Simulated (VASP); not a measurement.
Write the native input for VASP 6.6.1 that does the following.

| Quantity | Value |
| --- | --- |
| Task | single point |
| Functional | PBEsol |
| Potentials or basis | VASP PAW PBE potentials, release 64 (Cu) |
| Cutoff | 520 eV |
| k mesh | 24 × 24 × 6 |
| Occupations | gaussian, width 0.1 eV |
| Spin | no spin polarisation |
| Dipole correction | no |
| Further INCAR settings | ALGO = Fast; EDIFF = 1e-07; NBANDS = 30 |

The structure of Cu lies in POSCAR:

```
Cu
1.0
    2.5289625634      0.0000000000      0.0000000000
   -1.2644812817      2.1901458251      0.0000000000
    0.0000000000      0.0000000000      8.1117259579
Cu
4
Direct
    0.0000000000      0.0000000000      0.0000000000
    0.3333333336      0.6666666664      0.2500000000
    0.0000000000      0.0000000000      0.5000000000
    0.6666666664      0.3333333336      0.7500000000
```

This cell differs from its parent crystal: uniaxial strain along c: -1.5 %, then relaxed in part.

One way to write it, as run:

INCAR

```
SYSTEM = Cu
ALGO = Fast
EDIFF = 1E-7
ENCUT = 520
GGA = PS
ISIF = 2
ISMEAR = 0
LASPH = .True.
LCHARG = .False.
LREAL = .False.
LWAVE = .False.
NBANDS = 30
NELM = 60
PREC = Accurate
SIGMA = 0.1
```

KPOINTS

```
k-points
0
Gamma
  24 24 6
  0 0 0
```

Potentials or basis: VASP PAW PBE potentials, release 64 (Cu).

Command:

```console
$ cat potpaw_PBE.64/Cu/POTCAR > POTCAR
$ mpirun -np 1 vasp_std > vasp.out
```

It gave:

| Quantity | Value |
| --- | --- |
| Pressure | 2.2 GPa |
| Band gap on the k mesh | zero (band 22 reaches 11.36 eV, above the bottom of band 23 at 6.20 eV) |

Caveat: the cell differs from its parent crystal (uniaxial strain along c: -1.5 %, then relaxed in part); the PAW data sets were made with another functional, which shifts forces and pressure a little.

It took 6.1 min on 1 thread of Intel(R) Xeon(R) Platinum 8259CL CPU @ 2.50GHz (Skylake/Cascade Lake), on a shared host, peak memory 0.34 GiB.
